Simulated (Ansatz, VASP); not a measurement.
## One calculation of Cr, two programs

```
CELL_PARAMETERS angstrom
2.84863 0.00000 0.00000
0.00000 2.84863 0.00000
0.00000 0.00000 18.84860
ATOMIC_POSITIONS crystal
Cr 0.00000 0.00000 0.42216
Cr 0.50000 0.50000 0.50000
Cr 0.00000 0.00000 0.57784
```

Alike in both runs: functional PBE; k mesh 14 × 14 × 1; occupations fermi-dirac, width 0.1 eV; collinear spin.

Ansatz relaxed the structure, and its values are those at the end. VASP's run is a single point on that final structure, the one shown.

```csv
,VASP,Ansatz
version,VASP 6.6.1,Ansatz 0.2.0
potentials or method,"VASP PAW PBE potentials, release 64 (Cr_pv)","PAW with Ansatz's default frozen-core files, scalar-relativistic"
plane-wave cutoff (eV),520,420
valence electrons in the cell,36,42
```

```tsv
	VASP	Ansatz	Ansatz less VASP
rms of the force components (eV/Å)	0.013	0.001	-0.0116
net moment per atom (μB)	1.49	1.49	-0.004
size of the moment on the site where the two differ most (μB)	2.93	2.74	-0.187
```

Site moments also hang on the region over which each program counts them. VASP's potentials hold 36 valence electrons a cell and Ansatz's 42, so a difference there can come from the potentials and not from the codes. Ansatz's warnings: seeded moment not kept, stress scf threshold loose.
